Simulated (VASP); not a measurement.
Here is a VASP 6.6.1 calculation.

File INCAR:

```
PREC = Accurate ; ENCUT = 520
EDIFF = 1E-7 ; ISMEAR = 0
SIGMA = 0.1 ; LREAL = F
LASPH = T ; NELM = 100
ALGO = Normal ; ISIF = 2
LWAVE = F ; LCHARG = F
GGA = PE ; NBANDS = 16
```

The input KPOINTS:

```
Automatic mesh
0
Gamma
  6 6 6
```

Contents of POSCAR:

```
HfMgO
1.0
    3.6920211700      0.0000000000      0.0000000000
   -1.8460105900      3.1973841300      0.0000000000
    0.0000000000      0.0000000000      3.5465889600
Mg Hf O
1 1 1
Direct
    0.6666666700      0.3333333300      0.5000000000
    0.0000000000      0.0000000000      0.0000000000
    0.3333333300      0.6666666700      0.5000000000
```

Potentials or basis: VASP PAW PBE potentials, release 64 (Mg, Hf_pv, O).

Launch:

```sh
$ cat potpaw_PBE.64/Mg/POTCAR potpaw_PBE.64/Hf_pv/POTCAR potpaw_PBE.64/O/POTCAR > POTCAR
$ mpirun -np 1 vasp_std > vasp.out
```

(1) Estimate the pressure.

(2) Estimate the band gap on the k mesh.

## Answers

(1) 13.9 GPa.

(2) zero (band 9 reaches 6.53 eV, above the bottom of band 10 at 6.02 eV).

Caveat: spin-orbit coupling is left out, which moves the levels of the heavy elements.
